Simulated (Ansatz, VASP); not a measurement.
BiTe: VASP beside Ansatz

```xyz
2
Lattice="2.3469 1.3550 3.5349 -2.3469 1.3550 3.5349 0.0000 -2.7100 3.5349" Properties=species:S:1:pos:R:3 pbc="T T T"
Bi    0.0000    0.0000    5.3024
Te    0.0000    0.0000    0.0000
```

Alike in both runs: task single point; functional r2SCAN; k mesh 12 × 12 × 12; occupations gaussian, width 0.15 eV; no spin polarisation.

|  | VASP | Ansatz |
| --- | --- | --- |
| version | VASP 6.6.1 | Ansatz 0.2.0 |
| potentials or method | VASP PAW PBE potentials, release 64 (Bi_d, Te), cutoff 520 eV | scalar-relativistic, plane waves, PAW |
| valence electrons in the cell | 21 | 31 |

|  | VASP | Ansatz | Ansatz less VASP |
| --- | --- | --- | --- |
| gap on the k mesh at the Fermi level (eV) | none | none | - |
| pressure (GPa) | -0.1 | 0.0 | +0.03 |
| traceless stress, the component that is largest in VASP (GPa) | -0.10 | -0.10 | -0.004 |

VASP's potentials were made for PBE, not for r2SCAN. A gap of «none» marks a metal or a gap that the smearing closes. VASP's potentials hold 21 valence electrons a cell and Ansatz's 31, so a difference there can come from the potentials and not from the codes.

Neither program's run includes spin-orbit coupling.
